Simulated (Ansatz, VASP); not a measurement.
**One calculation of AgCl, two programs**

```xyz
4
Lattice="1.8955 -5.6297 0.0000 1.8955 5.6297 0.0000 0.0000 0.0000 3.9757" Properties=species:S:1:pos:R:3 pbc="T T T"
Ag    1.8955    1.1647    2.9818
Ag    1.8955   -1.1647    0.9939
Cl    1.8955   -4.1147    0.9939
Cl    1.8955    4.1147    2.9818
```

Change from the starting cell: volume scaled by 1.04, crystal datasets.

Alike in both runs: task electric field gradients; functional PBE; k mesh 9 × 9 × 8; occupations fermi-dirac, width 0.03 eV; no spin polarisation.

|  | VASP | Ansatz |
| --- | --- | --- |
| version | VASP 6.6.1 | Ansatz 0.2.0 |
| potentials or method | VASP PAW PBE potentials, release 64 (Ag, Cl), cutoff 520 eV | all-electron PAW with datasets made for the crystal, scalar-relativistic |

|  | VASP | Ansatz | Ansatz less VASP |
| --- | --- | --- | --- |
| pressure (GPa) | -0.4 | -0.3 | +0.14 |
| traceless stress, the component that is largest in VASP (GPa) | 0.56 | 0.52 | -0.040 |
| rms of the force components (eV/Å) | 0.018 | 0.017 | -0.0010 |
| size of Vzz on the site where it differs most (V/Å²) | 48.2 | 46.5 | -1.76 |

Atom by atom the forces differ by 0.002 eV/Å (rms over components). Ansatz ran all-electron here, and VASP with PAW potentials.
